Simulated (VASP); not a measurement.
Zr, 2 atoms in the cell. It takes space group C2/c (No. 15, monoclinic). The conventional cell has a = 3.317 Å, b = 5.644 Å, c = 5.201 Å, α = 90.00°, β = 92.25°, γ = 90.00°. Within 4.1 Å of Zr (site symmetry 2) lie 12 Zr at 3.14 to 3.32 Å.  This cell differs from its parent crystal: strained and its atoms moved.

```yaml
Program: VASP 6.6.1
Task: single point
Functional: PBE
Potentials_or_basis: VASP PAW PBE potentials, release 64 (Zr_sv)
Cutoff: 520 eV
k_mesh: 14 × 14 × 8
Occupations: gaussian, width 0.1 eV
Spin: no spin polarisation
Dipole_correction: no
Further_INCAR_settings: ALGO = Fast; EDIFF = 1e-06; NBANDS = 19
```

Potentials or basis: VASP PAW PBE potentials, release 64 (Zr_sv).

Run with:

```console
$ cat potpaw_PBE.64/Zr_sv/POTCAR > POTCAR
$ mpirun -np 1 vasp_std > vasp.out
```

Hardware: 1 thread of Intel(R) Xeon(R) 6975P-C (Granite Rapids), on a shared host.

Question: How long does it take, and how much memory?

Answer: Run time: 4.4 min on 1 thread of Intel(R) Xeon(R) 6975P-C (Granite Rapids), on a shared host, peak memory 0.41 GiB. Counts: scf iterations 20, k points 429.
